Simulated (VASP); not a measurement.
# Zr: single point with PBEsol

Crystal: Zr.

```
Zr
1.0
     3.23200    0.00000    0.00000
    -1.61600    2.79899    0.00000
     0.00000    0.00000    5.14700
Zr
2
Direct
  0.36013 0.72026 0.25000
  0.66667 0.33333 0.75000
```

This cell differs from its parent crystal: atom 1 (Zr) moved by (+0.150, +0.000) A along y and z.

```
Program                : VASP 6.6.1
Task                   : single point
Functional             : PBEsol
Potentials or basis    : VASP PAW PBE potentials, release 64 (Zr_sv)
Cutoff                 : 520 eV
k mesh                 : 18 × 18 × 10
Occupations            : gaussian, width 0.15 eV
Spin                   : no spin polarisation
Dipole correction      : no
Further INCAR settings : ALGO = Fast; EDIFF = 1e-07; NBANDS = 19
```

| Property | Result |
| --- | --- |
| Pressure | -3.4 GPa |
| Largest force | 0.129 eV/Å |
| Band gap on the k mesh | zero (band 12 reaches 9.89 eV, above the bottom of band 13 at 8.54 eV) |

Forces on the atoms (eV/Å):
```
Zr   0.000 -0.129  0.000
Zr   0.000  0.129  0.000
```

Stress tensor (GPa, compression positive):
```
-4.57  0.00  0.00
 0.00 -2.59  0.00
 0.00  0.00 -2.95
```

Levels at points of the mesh, in eV from the Fermi level:
| k point | band 8 | band 9 | band 10 | band 11 | band 12 | band 13 | band 14 | band 15 | band 16 | band 17 |
| --- | --- | --- | --- | --- | --- | --- | --- | --- | --- | --- |
| (0.00, 0.00, 0.00) | -26.23 | -5.64 | -3.01 | 0.82 | 0.91 | 0.97 | 1.21 | 1.45 | 1.80 | 1.88 |
| (0.50, 0.00, 0.00) | -26.35 | -2.58 | -2.53 | -2.24 | -0.12 | 0.55 | 1.07 | 1.50 | 4.99 | 5.24 |
| (0.00, 0.50, 0.00) | -26.35 | -2.54 | -2.31 | -1.84 | -0.28 | 0.31 | 0.63 | 1.35 | 4.84 | 5.27 |
| (0.00, 0.00, 0.50) | -26.31 | -3.93 | -3.93 | 0.06 | 0.06 | 0.73 | 0.73 | 0.88 | 0.88 | 3.80 |
| (0.50, 0.00, 0.50) | -26.45 | -2.80 | -2.80 | -1.08 | -1.08 | 1.60 | 1.60 | 2.31 | 2.31 | 5.16 |
| (0.00, 0.50, 0.50) | -26.46 | -2.93 | -2.93 | -1.01 | -1.01 | 1.71 | 1.71 | 2.26 | 2.26 | 5.15 |

Run time: 10 min on 1 thread of Intel(R) Xeon(R) Platinum 8259CL CPU @ 2.50GHz (Skylake/Cascade Lake), with other jobs on the host, peak memory 0.47 GiB.

Caveat: the cell differs from its parent crystal (atom 1 (Zr) moved by (+0.150, +0.000) A along y and z); the PAW data sets were made with another functional, which shifts forces and pressure a little.
